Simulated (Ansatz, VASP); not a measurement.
Se: VASP beside Ansatz

```
CELL_PARAMETERS angstrom
4.36620 -0.04366 -0.04366
-2.22091 3.80307 -0.01598
-0.04954 -0.04954 4.95360
ATOMIC_POSITIONS crystal
Se 0.22540 0.00000 0.33333
Se 0.00000 0.22540 0.66667
Se 0.77460 0.77460 0.00000
```

Change from the starting cell: equal xy, yz and zx shear strains of -2 %, PAW files.

Alike in both runs: task electric field gradients; functional PBEsol; k mesh 6 × 6 × 5; occupations fermi-dirac, width 0.03 eV; no spin polarisation.

|  | VASP | Ansatz |
| --- | --- | --- |
| version | VASP 6.6.1 | Ansatz 0.2.0 |
| potentials or method | VASP PAW PBE potentials, release 64 (Se) | PAW with Ansatz's default frozen-core files, scalar-relativistic |
| plane-wave cutoff (eV) | 520 | 420 |
| valence electrons in the cell | 18 | 48 |

Ansatz gave:

* gap on the k mesh at the Fermi level (eV): 1.10
* pressure (GPa): 0.3
* traceless stress, the component that is largest in VASP (GPa): 1.50
* rms of the force components (eV/Å): 0.269
* size of Vzz on the site where it differs most (V/Å²): 500.9

**Question.** Estimate VASP's values.

**Answer.** gap on the k mesh at the Fermi level (eV): 1.10; pressure (GPa): 0.5; traceless stress, the component that is largest in VASP (GPa): 1.52; rms of the force components (eV/Å): 0.291; size of Vzz on the site where it differs most (V/Å²): 482.7.

VASP's potentials were made for PBE, not for PBEsol. Atom by atom the forces differ by 0.027 eV/Å (rms over components). VASP's potentials hold 18 valence electrons a cell and Ansatz's 48, so a difference there can come from the potentials and not from the codes.
